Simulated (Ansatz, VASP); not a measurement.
Al: VASP beside Ansatz

Contents of POSCAR:

```
Al
1.0
    0.0000000000      2.0709890238      2.0709890238
    2.0709890238      0.0000000000      2.0709890238
    2.0709890238      2.0709890238      0.0000000000
Al
1
Direct
    0.0000000000      0.0000000000      0.0000000000
```

Contents of INCAR.step1:

```
SYSTEM = Al
PREC = Accurate ; ENCUT = 520
ISMEAR = -1 ; SIGMA = 0.05
LREAL = .FALSE. ; LASPH = .TRUE.
NELM = 60 ; NBANDS = 8
GGA = PE ; ALGO = Normal
EDIFF = 1E-4 ; LWAVE = .TRUE.
LCHARG = .FALSE.
```

File INCAR.step2:

```
SYSTEM = Al
PREC = Accurate ; ENCUT = 520
EDIFF = 1E-6 ; ISMEAR = -1
SIGMA = 0.05 ; LREAL = .FALSE.
LASPH = .TRUE. ; NELM = 60
ALGO = Normal ; ISIF = 2
LWAVE = .FALSE. ; LCHARG = .FALSE.
METAGGA = R2SCAN ; LMIXTAU = .TRUE.
NBANDS = 8 ; ISTART = 1
```

Contents of KPOINTS:

```
regular mesh
0
G
  12 12 12
  0 0 0
```

Input for Ansatz:

```yaml
crystal:
  lattice:
    - [0.0, 2.07098902380484, 2.07098902380484]
    - [2.07098902380484, 0.0, 2.07098902380484]
    - [2.07098902380484, 2.07098902380484, 0.0]
  atoms:
    - { symbol: Al, position: [0.0, 0.0, 0.0] }
basis:
  ecutwfc: 600.0
kpoints:
  mp_grid:
    grid: [12, 12, 12]
hamiltonian:
  xc: r2scan
scf:
  occupations:
    method: fermi_dirac
    width: 0.05
output:
  stress: true
```

Alike in both runs: task single point; functional r2SCAN; k mesh 12 × 12 × 12; occupations fermi-dirac, width 0.05 eV; no spin polarisation.

|  | VASP | Ansatz |
| --- | --- | --- |
| version | VASP 6.6.1 | Ansatz 0.2.0 |
| potentials or method | VASP PAW PBE potentials, release 64 (Al), cutoff 520 eV | plane waves, PAW |
| valence electrons in the cell | 3 | 3 |

|  | VASP | Ansatz | Ansatz less VASP |
| --- | --- | --- | --- |
| pressure (GPa) | -7.9 | -7.7 | +0.24 |

VASP's potentials were made for PBE, not for r2SCAN. With one functional, cell and mesh, what is left measures potentials, basis and numerics.
